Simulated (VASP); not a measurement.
Input of a VASP 6.6.1 run:

The input INCAR:

```
PREC = Accurate
ENCUT = 520
EDIFF = 1E-7
ISMEAR = 0
SIGMA = 0.02
LREAL = False
LASPH = True
NELM = 60
ALGO = Normal
ISIF = 2
LWAVE = False
LCHARG = True
GGA = PS
LELF = True
LVHAR = True
NBANDS = 11
```

Contents of KPOINTS:

```
Automatic mesh
0
Gamma
  8 8 8
```

POSCAR

```
MgS
1.0
    0.0000000000      2.8247499679      2.8247499679
    2.8247499679      0.0000000000      2.8247499679
    2.8247499679      2.8247499679      0.0000000000
Mg S
1 1
Direct
    0.0000000000      0.0000000000      0.0000000000
    0.7500000000      0.7500000000      0.7500000000
```

Potentials or basis: VASP PAW PBE potentials, release 64 (Mg, S).

Run with:

```sh
$ cat potpaw_PBE.64/Mg/POTCAR potpaw_PBE.64/S/POTCAR > POTCAR
$ mpirun -np 1 vasp_std > vasp.out
```

(1) Predict the pressure.

(2) Estimate the band gap on the k mesh.

## Answers

(1) 0.0 GPa.

(2) 3.33 eV, direct.

Caveat: the PAW data sets were made with another functional, which shifts forces and pressure a little.
